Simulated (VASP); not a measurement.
# SiC (zinc blende) (F-43m) in VASP: further runs, part 2 of 2

VASP 6.6.1. Earlier steps stand in the parts before.

### Step 3. Single point, PBE

This run uses another cell than the first one, of 10.36 Å³/atom, 1.087 times its volume.

The input, INCAR:

```
PREC = Accurate
ENCUT = 600
EDIFF = 1E-6
ISMEAR = 0
SIGMA = 0.01
LREAL = F
LASPH = T
NELM = 120
ALGO = Normal
ISIF = 2
LWAVE = F
LCHARG = T
GGA = PE
LELF = T
LVHAR = T
NBANDS = 11
GGA_COMPAT = F
```

The input, KPOINTS:

```
Automatic mesh
0
Gamma
  10 10 10
```

The input, POSCAR:

```
SiC
1.0
    0.0000000000      2.1800000000      2.1800000000
    2.1800000000      0.0000000000      2.1800000000
    2.1800000000      2.1800000000      0.0000000000
Si C
1 1
Direct
    0.0000000000      0.0000000000      0.0000000000
    0.2500000000      0.2500000000      0.2500000000
```

Potentials or basis: VASP PAW PBE potentials, release 64 (Si, C).

The run is started by

```
$ cat potpaw_PBE.64/Si/POTCAR potpaw_PBE.64/C/POTCAR > POTCAR
$ mpirun -np 1 vasp_std > vasp.out
```

OUTCAR:

```text
PREC = Accurate
   ENCUT = 600
   EDIFF = 1E-6
   ISMEAR = 0
   LREAL = F
   LASPH = T
   NELM = 120
   ISIF = 2
   GGA = PE

 ion  position               nearest neighbor table
   1  0.000  0.000  0.000-   2 1.89   2 1.89   2 1.89   2 1.89
   2  0.250  0.250  0.250-   1 1.89   1 1.89   1 1.89   1 1.89

  LATTYP: Found a face centered cubic cell.
 ALAT       =     4.3600000000

  Lattice vectors:

 A1 = (   0.0000000000,   2.1800000000,   2.1800000000)
 A2 = (   2.1800000000,   0.0000000000,   2.1800000000)
 A3 = (   2.1800000000,   2.1800000000,   0.0000000000)

Analysis of symmetry for initial positions (statically):
=====================================================================
 Subroutine PRICEL returns:
 Original cell was already a primitive cell.

 Routine SETGRP: Setting up the symmetry group for a
 face centered cubic supercell.

 Subroutine GETGRP returns: Found 24 space group operations
 (whereof 24 operations were pure point group operations)
 out of a pool of 48 trial point group operations.

The static configuration has the point symmetry T_d .

Analysis of symmetry for dynamics (positions and initial velocities):
=====================================================================
 Subroutine PRICEL returns:
 Original cell was already a primitive cell.

 Routine SETGRP: Setting up the symmetry group for a
 face centered cubic supercell.

 Subroutine GETGRP returns: Found 24 space group operations
 (whereof 24 operations were pure point group operations)
 out of a pool of 48 trial point group operations.

The dynamic configuration has the point symmetry T_d .

 Subroutine INISYM returns: Found 24 space group operations
 (whereof 24 operations are pure point group operations),
 and found     1 'primitive' translations

----------------------------------------------------------------------------------------

                                     Primitive cell

  volume of cell :      20.7205

  direct lattice vectors                    reciprocal lattice vectors
     0.000000000  2.180000000  2.180000000    -0.229357798  0.229357798  0.229357798
[... 118 lines left out ...]
 Gauss-broadening in eV      SIGMA  =   0.01
  energy-cutoff  :      600.00
  volume of cell :       20.72
 maximum number of plane-waves:       701
 NGX is ok and might be reduce to    28
   NGX = 13   NGY = 13   NGZ = 13

 number of electron       8.0000000 magnetization

 Free energy of the ion-electron system (eV)
  ---------------------------------------------------
  ext. energy  EPLUGINS =         0.00000000
  ---------------------------------------------------
  free energy    TOTEN  =       -15.05966019 eV

  energy without entropy =      -15.05966019  energy(sigma->0) =      -15.05966019

 E-fermi :   8.2441     XC(G=0): -11.3502

 val. band max:        8.0908373850   @ k =   0.0000   0.0000   0.0000
 cond. band min:       9.4493996361   @ k =   0.5000   0.5000   0.0000
 fundamental gap:      1.3585622511
 Fermi energy:         8.2441088144

 k-point     1 :       0.0000    0.0000    0.0000
  band No.  band energies     occupation
      1      -7.3015      2.00000
      2       8.0908      2.00000
      3       8.0908      2.00000
      4       8.0908      2.00000
      5      14.3081      0.00000
      6      15.3893      0.00000
      7      15.3893      0.00000
      8      15.3893      0.00000
      9      22.5902      0.00000
     10      22.5902      0.00000
     11      24.5504      0.00000
[... 309 lines left out ...]
 k-point    24 :       0.4000    0.3000    0.0000
  band No.  band energies     occupation
      1      -4.1642      2.00000
      2       2.5126      2.00000
      3       4.9426      2.00000
      4       5.4686      2.00000
      5      10.9600      0.00000
      6      13.7102      0.00000
      7      19.6981      0.00000
      8      20.0101      0.00000
      9      21.8425      0.00000
     10      26.1558      0.00000
     11      29.3292      0.00000

 [... further k-points ...]

------------------------ aborting loop because EDIFF is reached ----------------------------------------

  FORCE on cell =-STRESS in cart. coord.  units (eV):
  Direction    XX          YY          ZZ          XY          YZ          ZX
  --------------------------------------------------------------------------------------
  -------------------------------------------------------------------------------------
  Total        0.3577828      0.3577828      0.3577828      0.0000000      0.0000000     -0.0000000
  in kB       27.6649959     27.6649959     27.6649959      0.0000000      0.0000000     -0.0000000
  external PRESSURE =      27.6649959 kB  Pullay stress =       0.0000000 kB

 VOLUME and BASIS-vectors are now :
 -----------------------------------------------------------------------------
  energy-cutoff  :      600.00
  volume of cell :       20.72
      direct lattice vectors                 reciprocal lattice vectors
     0.000000000  2.180000000  2.180000000    -0.229357798  0.229357798  0.229357798
     2.180000000  0.000000000  2.180000000     0.229357798 -0.229357798  0.229357798
     2.180000000  2.180000000  0.000000000     0.229357798  0.229357798 -0.229357798

 POSITION                                       TOTAL-FORCE (eV/Angst)
 -----------------------------------------------------------------------------------
      0.00000      0.00000      0.00000         0.000000      0.000000      0.000000
      1.09000      1.09000      1.09000        -0.000000     -0.000000     -0.000000
 -----------------------------------------------------------------------------------
    total drift:                               -0.000000     -0.000000     -0.000000

  FREE ENERGIE OF THE ION-ELECTRON SYSTEM (eV)
  ---------------------------------------------------
  free  energy   TOTEN  =       -15.0596601884 eV

  energy  without entropy=      -15.0596601884  energy(sigma->0) =      -15.05966019
```

It took 24 s on 1 thread of Intel Xeon 8259CL, shared host; peak memory 0.15 GiB.

Results:

```
Free energy            : -15.0597 eV
Pressure               : 2.8 GPa
Band gap on the k mesh : 1.36 eV, indirect (least direct gap 4.54 eV)
```

### Step 4. Single point, PBE (volume scaled by 0.96)

The input, INCAR:

```
PREC = Accurate
ENCUT = 600
EDIFF = 1E-6
ISMEAR = 0
SIGMA = 0.01
LREAL = False
LASPH = True
NELM = 120
ALGO = Normal
ISIF = 2
LWAVE = False
LCHARG = False
GGA = PE
NBANDS = 11
GGA_COMPAT = False
```

KPOINTS is that of step 3.

The input, POSCAR:

```
SiC
1.0
    0.0000000000      2.1505369288      2.1505369288
    2.1505369288      0.0000000000      2.1505369288
    2.1505369288      2.1505369288      0.0000000000
Si C
1 1
Direct
    0.0000000000      0.0000000000      0.0000000000
    0.2500000000      0.2500000000      0.2500000000
```

Potentials or basis: VASP PAW PBE potentials, release 64 (Si, C).

The run is started by

```
$ cat potpaw_PBE.64/Si/POTCAR potpaw_PBE.64/C/POTCAR > POTCAR
$ mpirun -np 1 vasp_std > vasp.out
```

OUTCAR:

```text
PREC = Accurate
   ENCUT = 600
   EDIFF = 1E-6
   ISMEAR = 0
   LREAL = False
   LASPH = True
   NELM = 120
   ISIF = 2
   GGA = PE

 ion  position               nearest neighbor table
   1  0.000  0.000  0.000-   2 1.86   2 1.86   2 1.86   2 1.86
   2  0.250  0.250  0.250-   1 1.86   1 1.86   1 1.86   1 1.86

  LATTYP: Found a face centered cubic cell.
 ALAT       =     4.3010738576

  Lattice vectors:

 A1 = (   0.0000000000,   2.1505369288,   2.1505369288)
 A2 = (   2.1505369288,   0.0000000000,   2.1505369288)
 A3 = (   2.1505369288,   2.1505369288,   0.0000000000)

Analysis of symmetry for initial positions (statically):
=====================================================================
 Subroutine PRICEL returns:
 Original cell was already a primitive cell.

 Routine SETGRP: Setting up the symmetry group for a
 face centered cubic supercell.

 Subroutine GETGRP returns: Found 24 space group operations
 (whereof 24 operations were pure point group operations)
 out of a pool of 48 trial point group operations.

The static configuration has the point symmetry T_d .

Analysis of symmetry for dynamics (positions and initial velocities):
=====================================================================
 Subroutine PRICEL returns:
 Original cell was already a primitive cell.

 Routine SETGRP: Setting up the symmetry group for a
 face centered cubic supercell.

 Subroutine GETGRP returns: Found 24 space group operations
 (whereof 24 operations were pure point group operations)
 out of a pool of 48 trial point group operations.

The dynamic configuration has the point symmetry T_d .

 Subroutine INISYM returns: Found 24 space group operations
 (whereof 24 operations are pure point group operations),
 and found     1 'primitive' translations

----------------------------------------------------------------------------------------

                                     Primitive cell

  volume of cell :      19.8916

  direct lattice vectors                    reciprocal lattice vectors
     0.000000000  2.150536929  2.150536929    -0.232500076  0.232500076  0.232500076
     2.150536929  0.000000000  2.150536929     0.232500076 -0.232500076  0.232500076
     2.150536929  2.150536929  0.000000000     0.232500076  0.232500076 -0.232500076

  length of vectors
     3.041318491  3.041318491  3.041318491     0.402701945  0.402701945  0.402701945

  position of ions in fractional coordinates (direct lattice)
     0.000000000  0.000000000  0.000000000
     0.250000000  0.250000000  0.250000000

  ion indices of the primitive-cell ions
   primitive index   ion index
                 1           1
                 2           2

----------------------------------------------------------------------------------------

 KPOINTS: Automatic mesh

Automatic generation of k-mesh.
 Grid dimensions read from file:
 generate k-points for:   10   10   10

 Generating k-lattice:

  Cartesian coordinates                     Fractional coordinates (reciprocal lattice)
    -0.023250008  0.023250008  0.023250008     0.100000000  0.000000000  0.000000000
     0.023250008 -0.023250008  0.023250008     0.000000000  0.100000000  0.000000000
     0.023250008  0.023250008 -0.023250008     0.000000000  0.000000000  0.100000000

  Length of vectors
     0.040270194  0.040270194  0.040270194

  Shift w.r.t. Gamma in fractional coordinates (k-lattice)
     0.000000000  0.000000000  0.000000000

 Subroutine IBZKPT returns following result:
 ===========================================

 Found     47 irreducible k-points:

 Following reciprocal coordinates:
            Coordinates               Weight
  0.000000  0.000000  0.000000      1.000000
  0.100000  0.000000  0.000000      8.000000
  0.200000  0.000000  0.000000      8.000000
  0.300000  0.000000  0.000000      8.000000
  0.400000  0.000000  0.000000      8.000000
  0.500000  0.000000  0.000000      4.000000
[... 16 lines left out ...]
  0.300000  0.300000  0.000000      6.000000
  0.400000  0.300000  0.000000     24.000000
 [... further k-points ...]
   k-points           NKPTS =     47   k-points in BZ     NKDIM =     47   number of bands    NBANDS=     11
   number of dos      NEDOS =    301   number of ions     NIONS =      2
   total plane-waves  NPLWV =  13824
   dimension x,y,z NGX =    24 NGY =   24 NGZ =   24
   dimension x,y,z NGXF=    48 NGYF=   48 NGZF=   48
   ions per type =               1   1
   NGX,Y,Z   is equivalent  to a cutoff of  13.12, 13.12, 13.12 a.u.
   NGXF,Y,Z  is equivalent  to a cutoff of  26.24, 26.24, 26.24 a.u.
 SYSTEM =  unknown system
   PREC   = accura    normal or accurate (medium, high low for compatibility)
   ISTART =      0    job   : 0-new  1-cont  2-samecut
   ICHARG =      2    charge: 1-file 2-atom 10-const
   ISPIN  =      1    spin polarized calculation?
   LNONCOLLINEAR =      F non collinear calculations
   LSORBIT =      F    spin-orbit coupling
   LASPH  =      T    aspherical Exc in radial PAW
   ENCUT  =  600.0 eV  44.10 Ry    6.64 a.u.   6.07  6.07  6.07*2*pi/ulx,y,z
   NELM   =    120;   NELMIN=  2; NELMDL= -5     # of ELM steps
   EDIFF  = 0.1E-05   stopping-criterion for ELM
   LREAL  =      F    real-space projection
   EDIFFG = 0.1E-04   stopping-criterion for IOM
   NSW    =      0    number of steps for IOM
   IBRION =     -1    ionic relax: 0-MD 1-quasi-New 2-CG
   NFREE  =      0    steps in history (QN), initial steepest desc. (CG)
   ISIF   =      2    stress and relaxation
   ISYM   =      2    0-nonsym 1-usesym 2-fastsym
   POTIM  = 0.5000    time-step for ionic-motion
   TEBEG  =    0.0;   TEEND  =   0.0 temperature during run
   PSTRESS=    0.0 pullay stress
   NELECT =       8.0000    total number of electrons
   NUPDOWN=      -1.0000    fix difference up-down
   EMIN   =  10.00;   EMAX   =-10.00  energy-range for DOS
   EFERMI =   0.00;   METHOD = LEGACY
   ISMEAR =     0;   SIGMA  =   0.01  broadening in eV -4-tet -1-fermi 0-gaus
   EFERMI_NEDOS =   21; number of points for ismear=-14 and -15
   IALGO  =     38    algorithm
   IMIX   =      4    mixing-type and parameters
     AMIX     =   0.40;   BMIX     =  1.00
     AMIX_MAG =   1.60;   BMIX_MAG =  1.00
  volume/ion in A,a.u.               =       9.95        67.12
  Fermi-wavevector in a.u.,A,eV,Ry     =   1.208411  2.283565 19.867997  1.460257
  Thomas-Fermi vector in A             =   2.344019
   LORBIT       =      0    0 simple, 1 ext, 2 COOP (PROOUT), +10 PAW based schemes
   GGA     = PE    functional components
   LHFCALC =     F    Hartree Fock is set to
   AEXX    =    0.0000 exact exchange contribution
   IVDW    =     0    specifies the selected vdW correction
   LEPSILON=     F    determine dielectric tensor
   LRPA    =     F    only Hartree local field effects (RPA)
 non-spin polarized calculation
 Gauss-broadening in eV      SIGMA  =   0.01
  energy-cutoff  :      600.00
  volume of cell :       19.89
 maximum number of plane-waves:       678
   NGX = 13   NGY = 13   NGZ = 13

 number of electron       8.0000000 magnetization

 Free energy of the ion-electron system (eV)
  ---------------------------------------------------
  ext. energy  EPLUGINS =         0.00000000
  ---------------------------------------------------
  free energy    TOTEN  =       -15.01983206 eV

  energy without entropy =      -15.01983206  energy(sigma->0) =      -15.01983206

 E-fermi :   8.6802     XC(G=0): -11.5294

 val. band max:        8.5549817316   @ k =   0.0000   0.0000   0.0000
 cond. band min:       9.8744787387   @ k =   0.5000   0.5000   0.0000
 fundamental gap:      1.3194970071
 Fermi energy:         8.6801879796

 k-point     1 :       0.0000    0.0000    0.0000
  band No.  band energies     occupation
      1      -7.1611      2.00000
      2       8.5550      2.00000
      3       8.5550      2.00000
      4       8.5550      2.00000
      5      15.2528      0.00000
      6      16.1429      0.00000
      7      16.1429      0.00000
      8      16.1429      0.00000
      9      23.2962      0.00000
     10      23.2962      0.00000
     11      25.6569      0.00000
[... 309 lines left out ...]
 k-point    24 :       0.4000    0.3000    0.0000
  band No.  band energies     occupation
      1      -3.9146      2.00000
      2       2.9298      2.00000
      3       5.3256      2.00000
      4       5.8692      2.00000
      5      11.4541      0.00000
      6      14.3459      0.00000
      7      20.6087      0.00000
      8      20.8661      0.00000
      9      22.7965      0.00000
     10      27.0029      0.00000
     11      30.4237      0.00000

 [... further k-points ...]

------------------------ aborting loop because EDIFF is reached ----------------------------------------

  FORCE on cell =-STRESS in cart. coord.  units (eV):
  Direction    XX          YY          ZZ          XY          YZ          ZX
  --------------------------------------------------------------------------------------
  -------------------------------------------------------------------------------------
  Total        1.5685674      1.5685674      1.5685674     -0.0000000     -0.0000000      0.0000000
  in kB      126.3406316    126.3406316    126.3406316     -0.0000000     -0.0000000      0.0000000
  external PRESSURE =     126.3406316 kB  Pullay stress =       0.0000000 kB

 VOLUME and BASIS-vectors are now :
 -----------------------------------------------------------------------------
  energy-cutoff  :      600.00
  volume of cell :       19.89
      direct lattice vectors                 reciprocal lattice vectors
     0.000000000  2.150536929  2.150536929    -0.232500076  0.232500076  0.232500076
     2.150536929  0.000000000  2.150536929     0.232500076 -0.232500076  0.232500076
     2.150536929  2.150536929  0.000000000     0.232500076  0.232500076 -0.232500076

 POSITION                                       TOTAL-FORCE (eV/Angst)
 -----------------------------------------------------------------------------------
      0.00000      0.00000      0.00000        -0.000000     -0.000000     -0.000000
      1.07527      1.07527      1.07527         0.000000      0.000000      0.000000
 -----------------------------------------------------------------------------------
    total drift:                                0.000000      0.000000      0.000000

  FREE ENERGIE OF THE ION-ELECTRON SYSTEM (eV)
  ---------------------------------------------------
  free  energy   TOTEN  =       -15.0198320583 eV

  energy  without entropy=      -15.0198320583  energy(sigma->0) =      -15.01983206
```

OSZICAR:

```text
N       E                     dE             d eps       ncg     rms          rms(c)
DAV:   1     0.335214112447E+01    0.33521E+01   -0.44866E+03  1098   0.704E+02
DAV:   2    -0.163992581251E+02   -0.19751E+02   -0.18967E+02  1286   0.111E+02
DAV:   3    -0.169849121861E+02   -0.58565E+00   -0.58464E+00  1261   0.161E+01
DAV:   4    -0.169870727348E+02   -0.21605E-02   -0.21604E-02  1168   0.123E+00
DAV:   5    -0.169870820378E+02   -0.93031E-05   -0.93029E-05  1279   0.770E-02    0.923E+00
DAV:   6    -0.150904202671E+02    0.18967E+01   -0.65579E+00  1160   0.117E+01    0.412E+00
DAV:   7    -0.150277302431E+02    0.62690E-01   -0.43718E-01  1232   0.375E+00    0.185E+00
DAV:   8    -0.150196232978E+02    0.81069E-02   -0.20977E-02  1160   0.970E-01    0.171E-01
DAV:   9    -0.150197263566E+02   -0.10306E-03   -0.15668E-03  1284   0.229E-01    0.114E-01
DAV:  10    -0.150198295853E+02   -0.10323E-03   -0.21660E-04  1163   0.911E-02    0.265E-02
DAV:  11    -0.150198316754E+02   -0.20901E-05   -0.36616E-05  1244   0.323E-02    0.679E-03
DAV:  12    -0.150198320583E+02   -0.38283E-06   -0.16397E-06   886   0.791E-03
   1 F= -.15019832E+02 E0= -.15019832E+02  d E =-.139804E-72
```

Wall time 10 s (1 thread of Intel Xeon 8259CL, shared host); peak memory 0.14 GiB.

What came out:

```yaml
Free_energy: -15.0198 eV
Pressure: 12.6 GPa
Band_gap_on_the_k_mesh: 1.32 eV, indirect (least direct gap 4.58 eV)
```

Caveat: the cell differs from its parent crystal (volume scaled by 0.96).

### Step 5. Single point, PBE (volume scaled by 1.03)

The input, INCAR:

```
SYSTEM = SiC
PREC = Accurate
ENCUT = 600
EDIFF = 1E-6
ISMEAR = 0
SIGMA = 0.01
LREAL = .FALSE.
LASPH = .TRUE.
NELM = 120
ALGO = Normal
ISIF = 2
LWAVE = .FALSE.
LCHARG = .FALSE.
GGA = PE
NBANDS = 11
GGA_COMPAT = .FALSE.
```

The input, KPOINTS:

```
Automatic mesh
0
G
  10 10 10
  0 0 0
```

The input, POSCAR:

```
SiC
1.0
    0.0000000000      2.2015855622      2.2015855622
    2.2015855622      0.0000000000      2.2015855622
    2.2015855622      2.2015855622      0.0000000000
Si C
1 1
Direct
    0.0000000000      0.0000000000      0.0000000000
    0.2500000000      0.2500000000      0.2500000000
```

The run is started by

```
$ cat potpaw_PBE.64/Si/POTCAR potpaw_PBE.64/C/POTCAR > POTCAR
$ mpirun -np 1 vasp_std > vasp.out
```

It took 22 s on 1 thread of Intel Xeon 8259CL, shared host; peak memory 0.15 GiB.

It converged, with:

| Quantity | Value |
| --- | --- |
| Free energy | -15.0586 eV |
| Pressure | -3.5 GPa |
| Band gap on the k mesh | 1.39 eV, indirect (least direct gap 4.51 eV) |

Levels at points of the mesh, in eV from the valence-band top:
| k point | band 1 | band 2 | band 3 | band 4 | band 5 | band 6 | band 7 | band 8 |
| --- | --- | --- | --- | --- | --- | --- | --- | --- |
| (0.00, 0.00, 0.00) | -15.16 | 0.00 | 0.00 | 0.00 | 5.87 | 7.10 | 7.10 | 7.10 |
| (0.50, 0.00, 0.00) | -11.71 | -8.37 | -1.04 | -1.04 | 5.16 | 7.10 | 7.10 | 9.88 |
| (0.50, 0.50, 0.00) | -10.29 | -7.70 | -3.12 | -3.12 | 1.39 | 4.22 | 13.68 | 13.68 |

Caveat: the cell differs from its parent crystal (volume scaled by 1.03). A k mesh can miss the band edges.

### Step 6. Overview

```tsv
cell	gap on the mesh (eV)	pressure (GPa)
a = 2.998 Å, angles 60.0°, 2 atoms	1.28	24.6
a = 3.083 Å, angles 60.0°, 2 atoms	1.36	2.8
a = 3.041 Å, angles 60.0°, 2 atoms	1.32	12.6
a = 3.114 Å, angles 60.0°, 2 atoms	1.39	-3.5
```

Alike in all rows: task single point; level PBE; potentials or basis VASP PAW PBE potentials, release 64 (Si, C); no spin polarisation; k mesh 10 × 10 × 10; cutoff (eV) 600; smearing gaussian 0.01 eV.

Total energies depend on the potentials used, so only differences within one code and one set of settings carry meaning.
